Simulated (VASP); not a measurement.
# Ti2Te3Pt (R3m) in VASP: notebook, part 3 of 3

VASP 6.6.1.

## Step 5: Single point, PBE

This run uses another cell than the first one, of 27.76 Å³/atom, 1.006 times its volume.

Input file INCAR:

```
ALGO = Normal ; EDIFF = 1E-6
ENCUT = 520 ; GGA = PE
ISIF = 2 ; ISMEAR = 0
LASPH = True ; LCHARG = False
LREAL = False ; LWAVE = False
NBANDS = 35 ; NELM = 60
PREC = Accurate ; SIGMA = 0.1
```

Input file KPOINTS:

```
k-points
0
Gamma
  6 6 6
```

Input file POSCAR:

```
Ti2Te3Pt
1.0
    3.7948632847      2.1909653389      3.3388659127
   -3.7948632847      2.1909653389      3.3388659127
    0.0000000000     -4.3819306779      3.3388659127
Ti Te Pt
2 3 1
Direct
    0.0554812405      0.0554812405      0.0554812405
    0.7403079503      0.7403079503      0.7403079503
    0.0667708530      0.5555408400      0.0667708530
    0.0667708530      0.0667708530      0.5555408400
    0.5555408400      0.0667708530      0.0667708530
    0.5202626432      0.5202626432      0.5202626432
```

Potentials or basis: VASP PAW PBE potentials, release 64 (Ti_sv, Te, Pt).

Started as:

```bash
$ cat potpaw_PBE.64/Ti_sv/POTCAR potpaw_PBE.64/Te/POTCAR potpaw_PBE.64/Pt/POTCAR > POTCAR
$ mpirun -np 1 vasp_std > vasp.out
```

OUTCAR:

```text
EDIFF = 1E-6
   ENCUT = 520
   GGA = PE
   ISIF = 2
   ISMEAR = 0
   LASPH = True
   LREAL = False
   NELM = 60
   PREC = Accurate

 ion  position               nearest neighbor table
   1  0.055  0.055  0.055-   3 2.75   5 2.75   4 2.75   3 2.76   5 2.76   4 2.76
   2  0.740  0.740  0.740-   6 2.20   4 2.73   5 2.73   3 2.73
   3  0.067  0.556  0.067-   2 2.73   1 2.75   1 2.76
   4  0.067  0.067  0.556-   2 2.73   1 2.75   1 2.76
   5  0.556  0.067  0.067-   2 2.73   1 2.75   1 2.76
   6  0.520  0.520  0.520-   2 2.20

  LATTYP: Found a trigonal (rhomboedric) cell.
 ALAT       =     5.5090236929
 COS(alpha) =     0.0509852025

  Lattice vectors:

 A1 = (   3.7948632847,   2.1909653389,   3.3388659127)
 A2 = (  -3.7948632847,   2.1909653389,   3.3388659127)
 A3 = (   0.0000000000,  -4.3819306779,   3.3388659127)

Analysis of symmetry for initial positions (statically):
=====================================================================
 Subroutine PRICEL returns:
 Original cell was already a primitive cell.

 Routine SETGRP: Setting up the symmetry group for a
 trigonal (rhombohedral) supercell.

 Subroutine GETGRP returns: Found  6 space group operations
 (whereof  6 operations were pure point group operations)
 out of a pool of 12 trial point group operations.

The static configuration has the point symmetry C_3v.

Analysis of symmetry for dynamics (positions and initial velocities):
=====================================================================
 Subroutine PRICEL returns:
 Original cell was already a primitive cell.

 Routine SETGRP: Setting up the symmetry group for a
 trigonal (rhombohedral) supercell.

 Subroutine GETGRP returns: Found  6 space group operations
 (whereof  6 operations were pure point group operations)
 out of a pool of 12 trial point group operations.

The dynamic configuration has the point symmetry C_3v.
[... 122 lines left out ...]
   ISMEAR =     0;   SIGMA  =   0.10  broadening in eV -4-tet -1-fermi 0-gaus
   EFERMI_NEDOS =   21; number of points for ismear=-14 and -15
   IALGO  =     38    algorithm
   IMIX   =      4    mixing-type and parameters
     AMIX     =   0.40;   BMIX     =  1.00
     AMIX_MAG =   1.60;   BMIX_MAG =  1.00
  volume/ion in A,a.u.               =      27.76       187.34
  Fermi-wavevector in a.u.,A,eV,Ry     =   1.110577  2.098686 16.781169  1.233381
  Thomas-Fermi vector in A             =   2.247130
   LORBIT       =      0    0 simple, 1 ext, 2 COOP (PROOUT), +10 PAW based schemes
   GGA     = PE    functional components
   LHFCALC =     F    Hartree Fock is set to
   AEXX    =    0.0000 exact exchange contribution
   IVDW    =     0    specifies the selected vdW correction
   LEPSILON=     F    determine dielectric tensor
   LRPA    =     F    only Hartree local field effects (RPA)
 non-spin polarized calculation
 Gauss-broadening in eV      SIGMA  =   0.10
  energy-cutoff  :      520.00
  volume of cell :      166.56
 maximum number of plane-waves:      4512
 NGX is ok and might be reduce to    42
   NGX = 21   NGY = 21   NGZ = 21

 number of electron      52.0000004 magnetization

 Free energy of the ion-electron system (eV)
  ---------------------------------------------------
  ext. energy  EPLUGINS =         0.00000000
  ---------------------------------------------------
  free energy    TOTEN  =       -31.40716361 eV

  energy without entropy =      -31.38323258  energy(sigma->0) =      -31.39519810

 E-fermi :   5.7989     XC(G=0):  -9.6409

 val. band max:        5.7958046239   @ k =  -0.1667   0.5000   0.1667
 cond. band min:       5.8171505162   @ k =  -0.1667   0.1667   0.0000
 fundamental gap:      0.0213458924
 Fermi energy:         5.7989149842

 k-point     1 :       0.0000    0.0000    0.0000
  band No.  band energies     occupation
      1     -51.8717      2.00000
      2     -51.7153      2.00000
      3     -28.1625      2.00000
      4     -28.1399      2.00000
      5     -28.1399      2.00000
      6     -28.0081      2.00000
[... 901 lines left out ...]
     34       7.8736      0.00000
     35       8.1734      0.00000

 [... further k-points ...]
[... 5 lines left out ...]
  --------------------------------------------------------------------------------------
  -------------------------------------------------------------------------------------
  Total       -0.0712851     -0.0712851      0.2793071      0.0000000     -0.0000000      0.0000000
  in kB       -0.6856894     -0.6856894      2.6866472      0.0000000     -0.0000000      0.0000000
  external PRESSURE =       0.4384228 kB  Pullay stress =       0.0000000 kB

 VOLUME and BASIS-vectors are now :
 -----------------------------------------------------------------------------
  energy-cutoff  :      520.00
  volume of cell :      166.56
      direct lattice vectors                 reciprocal lattice vectors
     3.794863285  2.190965339  3.338865913     0.131757052  0.076069970  0.099834298
    -3.794863285  2.190965339  3.338865913    -0.131757052  0.076069970  0.099834298
     0.000000000 -4.381930678  3.338865913     0.000000000 -0.152139939  0.099834298

 POSITION                                       TOTAL-FORCE (eV/Angst)
 -----------------------------------------------------------------------------------
      0.00000     -0.00000      0.55573         0.000000      0.000000     -0.001507
      0.00000     -0.00000      7.41537         0.000000     -0.000000      0.153742
     -1.85482      1.07088      2.30075         0.002462     -0.001422     -0.000631
      0.00000     -2.14176      2.30075         0.000000      0.002843     -0.000631
      1.85482      1.07088      2.30075        -0.002462     -0.001422     -0.000631
      0.00000     -0.00000      5.21126         0.000000      0.000000     -0.150343
 -----------------------------------------------------------------------------------
    total drift:                               -0.000000      0.000001      0.000312

  FREE ENERGIE OF THE ION-ELECTRON SYSTEM (eV)
  ---------------------------------------------------
  free  energy   TOTEN  =       -31.4071636069 eV

  energy  without entropy=      -31.3832325836  energy(sigma->0) =      -31.39519810
```

It took 2.2 min on 1 thread of Intel Xeon 6975P-C (Granite Rapids), shared host; peak memory 0.35 GiB.

Results:

| Item | Value |
| --- | --- |
| Free energy | -31.4072 eV |
| Pressure | 0.0 GPa |
| Largest force | 0.154 eV/Å |
| Band gap on the k mesh | zero (band 26 reaches 6.28 eV, above the bottom of band 27 at 5.42 eV) |

Forces on the atoms (eV/Å):
```
Ti   0.000  0.000 -0.002
Ti   0.000  0.000  0.154
Te   0.002 -0.001 -0.001
Te   0.000  0.003 -0.001
Te  -0.002 -0.001 -0.001
Pt   0.000  0.000 -0.150
```

Stress tensor (GPa, compression positive):
```
-0.07  0.00  0.00
 0.00 -0.07  0.00
 0.00  0.00  0.27
```

Caveat: spin-orbit coupling is left out, which moves the levels of the heavy elements.

## Step 6: The runs side by side

```tsv
task	cell	k mesh	cutoff (eV)	gap on the mesh (eV)	pressure (GPa)	largest force (eV/Å)
single point	a = 5.498 Å, angles 87.1°, 6 atoms	3 × 3 × 3	520	none	0.2	0.16
single point	a = 5.922 Å, angles 67.0°, 6 atoms	3 × 3 × 3	520	none	21.1	15.01
relaxation of cell and atoms	relaxed from a = 5.922 Å, angles 67.0°, 6 atoms	3 × 3 × 3	600	none	0.1	0.02
single point	a = 5.509 Å, angles 87.1°, 6 atoms	6 × 6 × 6	520	none	0.0	0.15
```

Alike in all rows: level PBE; potentials or basis VASP PAW PBE potentials, release 64 (Ti_sv, Te, Pt); no spin polarisation; smearing gaussian 0.1 eV.

Caveats: some runs use coarse meshes; spin-orbit coupling is left out, which moves the levels of the heavy elements; forces of over 1 eV/Å act on the atoms, so gaps and moduli don't describe the material at rest (some runs).

Total energies depend on the potentials used, so only differences within one code and one set of settings carry meaning.
